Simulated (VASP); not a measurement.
A run of VASP 6.6.1 is set up as follows.

Contents of INCAR:

```
SYSTEM = LiY3
PREC     = Accurate       ! precision mode
ENCUT    = 520            ! plane-wave cutoff, eV
EDIFF    = 1E-6           ! SCF threshold, eV
ISMEAR   = -1             ! smearing method
SIGMA    = 0.1            ! smearing width, eV
LREAL    = .FALSE.        ! projectors in reciprocal space
LASPH    = .TRUE.         ! aspherical terms in the spheres
NELM     = 80             ! most SCF steps
ALGO     = Normal         ! electronic algorithm
ISIF     = 2              ! what is computed and relaxed
LWAVE    = .FALSE.        ! write WAVECAR
LCHARG   = .FALSE.        ! write CHGCAR
GGA      = PE             ! functional
NBANDS   = 26             ! bands
```

File KPOINTS:

```
Automatic mesh
0
G
  5 5 5
  0 0 0
```

The input POSCAR:

```
LiY3
1.0
    4.7532941662      0.0000000000      0.0000000000
    0.0000000000      4.7532941662      0.0000000000
    0.0000000000      0.0000000000      4.7532941662
Li Y
1 3
Direct
    0.0000000000      0.0000000000      0.0000000000
    0.5000000000      0.5000000000      0.0000000000
    0.5000000000      0.0000000000      0.5000000000
    0.0000000000      0.5000000000      0.5000000000
```

Potentials or basis: VASP PAW PBE potentials, release 64 (Li_sv, Y_sv).

The run is started by

```console
$ cat potpaw_PBE.64/Li_sv/POTCAR potpaw_PBE.64/Y_sv/POTCAR > POTCAR
$ mpirun -np 1 vasp_std > vasp.out
```

Q: Predict the band gap on the k mesh.

A: Zero (band 18 reaches 3.42 eV, above the bottom of band 19 at 2.57 eV).
